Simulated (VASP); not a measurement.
MoS2: single point with PBE

Crystal: MoS2.

```
CELL_PARAMETERS angstrom
2.99445 0.00000 0.00000
-1.49722 2.92432 0.00000
0.00000 0.00000 14.51045
ATOMIC_POSITIONS crystal
Mo 0.33333 0.66667 0.25000
Mo 0.66667 0.33333 0.75000
S 0.33333 0.66667 0.64232
S 0.66667 0.33333 0.14232
S 0.33333 0.66667 0.85768
S 0.66667 0.33333 0.35768
```

This cell differs from its parent crystal: strain -0.0600 x Voigt [1, -1, 0, 0, 0, 0].

```
Program                : VASP 6.6.1
Task                   : single point
Functional             : PBE
Potentials or basis    : VASP PAW PBE potentials, release 64 (Mo_sv, S)
Cutoff                 : 520 eV
k mesh                 : 12 × 12 × 2
Occupations            : gaussian, width 0.05 eV
Spin                   : no spin polarisation
Dipole correction      : no
Further INCAR settings : ALGO = Normal; EDIFF = 1e-06; NBANDS = 35
```

The pressure is 1.3 GPa. The largest force is 0.538 eV/Å and the band gap on the k mesh is 1.55 eV (least direct gap 1.62 eV).

Forces on the atoms (eV/Å):
```
Mo   0.000  0.538  0.000
Mo   0.000 -0.538  0.000
S    0.000  0.269  0.004
S    0.000 -0.269  0.004
S    0.000  0.269 -0.004
S    0.000 -0.269 -0.004
```

Stress tensor (GPa, compression positive):
```
11.21  0.00  0.00
 0.00 -7.27  0.00
 0.00  0.00 -0.05
```

Levels at points of the mesh, in eV from the valence-band top:
```
           k point  band 24  band 25  band 26  band 27  band 28  band 29
(0.00, 0.00, 0.00)    -1.26    -0.43     0.00     2.14     2.14     2.42
(0.50, 0.00, 0.00)    -1.41    -0.57    -0.56     1.84     1.84     2.96
(0.00, 0.50, 0.00)    -1.10    -0.38    -0.37     2.30     2.31     2.43
(0.00, 0.00, 0.50)    -1.27    -0.17    -0.17     2.14     2.14     2.44
(0.50, 0.00, 0.50)    -1.42    -0.56    -0.56     1.84     1.84     3.01
(0.00, 0.50, 0.50)    -1.10    -0.38    -0.38     2.30     2.30     2.45
```

Run time: 2.3 min on 1 thread of Intel(R) Xeon(R) Platinum 8559C (Emerald Rapids) (shared host), peak memory 0.44 GiB.

Caveat: the cell differs from its parent crystal (strain -0.0600 x Voigt [1, -1, 0, 0, 0, 0]); the stress differs along the axes, from -7 to 11 GPa; this functional lacks dispersion, which binds layers or chains, so the pressure and a relaxed spacing across them are unreliable. A k mesh can miss the band edges.
